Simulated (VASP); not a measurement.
TePt: single point with LDA

The system is TePt.

```
Te Pt
1.0
     4.25354    0.00000    0.00000
    -2.12677    3.68367    0.00000
     0.00000    0.00000    5.57649
Te Pt
2 2
Direct
  0.33333 0.66667 0.25000
  0.66667 0.33333 0.75000
  0.00000 0.00000 0.00000
  0.00000 0.00000 0.50000
```

```json
{
 "Program": "VASP 6.6.1",
 "Task": "single point",
 "Functional": "LDA",
 "Potentials or basis": "VASP PAW LDA potentials, release 64 (Te, Pt)",
 "Cutoff": "520 eV",
 "k mesh": "12 × 12 × 8",
 "Occupations": "gaussian, width 0.15 eV",
 "Spin": "collinear spin",
 "Starting moments": "[0.0, 0.0, 0.438, 0.438] μB",
 "Fixed moment": "0.875 μB",
 "Dipole correction": "no",
 "Further INCAR settings": "ALGO = Normal; EDIFF = 1e-06; NBANDS = 28"
}
```

```yaml
Pressure: -4.7 GPa
Net_moment: 0.88 μB per cell
Site_moments: Te +0.12; Pt +0.22 μB
Valence_electrons_inside_the_program's_atomic_spheres: Te 3.29; Pt 9.30
```

Stress tensor (GPa, compression positive):
```
-4.47  0.00  0.00
 0.00 -4.47  0.00
 0.00  0.00 -5.06
```

Wall time 3.5 min on 1 thread of AMD EPYC 9R45 96-Core Processor (Zen 5) (shared host), peak memory 0.4 GiB.

Caveat: the cell stands under tension; the total moment is fixed, so each spin has its own Fermi level.
